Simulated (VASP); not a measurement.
Input of a VASP 6.6.1 run:

Contents of INCAR:

```
SYSTEM = KLaMgWO6
PREC = Accurate
ENCUT = 520
EDIFF = 1E-7
ISMEAR = -1
SIGMA = 0.02
LREAL = .False.
LASPH = .True.
NELM = 60
ALGO = Normal
ISIF = 2
LWAVE = .False.
LCHARG = .True.
GGA = PE
LELF = .True.
LVHAR = .True.
NBANDS = 47
```

Contents of KPOINTS:

```
Automatic mesh
0
Gamma
  6 6 6
  0 0 0
```

The input POSCAR:

```
KLaMgWO6
1.0
    0.0000000000      3.9826143383      3.9826143383
    3.9826143383      0.0000000000      3.9826143383
    3.9826143383      3.9826143383      0.0000000000
K La Mg W O
1 1 1 1 6
Direct
    0.7500000000      0.7500000000      0.7500000000
    0.2500000000      0.2500000000      0.2500000000
    0.0000000000      0.0000000000      0.0000000000
    0.5000000000      0.5000000000      0.5000000000
    0.7417651899      0.2582348101      0.2582348101
    0.2582348101      0.7417651899      0.7417651899
    0.7417651899      0.7417651899      0.2582348101
    0.2582348101      0.2582348101      0.7417651899
    0.2582348101      0.7417651899      0.2582348101
    0.7417651899      0.2582348101      0.7417651899
```

Potentials or basis: VASP PAW PBE potentials, release 64 (K_sv, La, Mg, W_sv, O).

Launch:

```console
$ cat potpaw_PBE.64/K_sv/POTCAR potpaw_PBE.64/La/POTCAR potpaw_PBE.64/Mg/POTCAR potpaw_PBE.64/W_sv/POTCAR potpaw_PBE.64/O/POTCAR > POTCAR
$ mpirun -np 1 vasp_std > vasp.out
```

Question: Estimate the band gap on the k mesh.

Answer: 2.60 eV (least direct gap 2.64 eV).

Question: Estimate the pressure.

Answer: 0.6 GPa.

Question: Estimate the largest force.

Answer: 0.186 eV/Å.

Forces in eV/Å, atoms in the order of the input:
```
K    0.000  0.000  0.000
La   0.000  0.000  0.000
Mg   0.000  0.000  0.000
W    0.000  0.000  0.000
O   -0.186  0.000  0.000
O    0.186  0.000  0.000
O    0.000  0.000  0.186
O    0.000  0.000 -0.186
O    0.000 -0.186  0.000
O    0.000  0.186  0.000
```

Caveat: spin-orbit coupling is left out, which moves the levels of the heavy elements. A k mesh can miss the band edges.
